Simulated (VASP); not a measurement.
Write the native input for VASP 6.6.1 that does the following.

- Task: single point
- Functional: PBE
- Potentials or basis: VASP PAW PBE potentials, release 64 (Zn, Se)
- Cutoff: 520 eV
- k mesh: 10 × 10 × 10
- Occupations: gaussian, width 0.05 eV
- Spin: no spin polarisation
- Dipole correction: no
- Further INCAR settings: ALGO = Normal; EDIFF = 1e-07; NBANDS = 16

The structure of ZnSe lies in POSCAR:

```
ZnSe
1.0
    0.0000000000      2.4755523210      3.7133284815
    2.4755523210      0.0000000000      3.7133284815
    2.4755523210      2.4755523210      0.0000000000
Zn Se
1 1
Direct
    0.0000000000      0.0000000000      0.0000000000
    0.7500000000      0.7500000000      0.7500000000
```

This cell differs from its parent crystal: ratio of the length along z to the lengths across it x 1.5, volume and fractional coordinates fixed.

One way to write it, as run:

INCAR

```
SYSTEM = ZnSe
  ALGO = Normal
  EDIFF = 1E-7
  ENCUT = 520
  GGA = PE
  ISIF = 2
  ISMEAR = 0
  LASPH = .True.
  LCHARG = .False.
  LREAL = .False.
  LWAVE = .False.
  NBANDS = 16
  NELM = 60
  PREC = Accurate
  SIGMA = 0.05
```

KPOINTS

```
k-points
0
Gamma
  10 10 10
  0 0 0
```

Potentials or basis: VASP PAW PBE potentials, release 64 (Zn, Se).

Launch:

```console
$ cat potpaw_PBE.64/Zn/POTCAR potpaw_PBE.64/Se/POTCAR > POTCAR
$ mpirun -np 1 vasp_std > vasp.out
```

Results of the run:

| Item | Value |
| --- | --- |
| Pressure | 0.8 GPa |
| Band gap on the k mesh | zero (bands 9 and 10 overlap by 0.12 eV) |

Caveat: the stress differs along the axes, from -15 to 9 GPa; semilocal functionals underestimate gaps, and a narrow one can read as zero.

Wall time 120 s on 1 thread of Intel Xeon 8259CL, with other jobs on the host, peak memory 0.23 GiB.
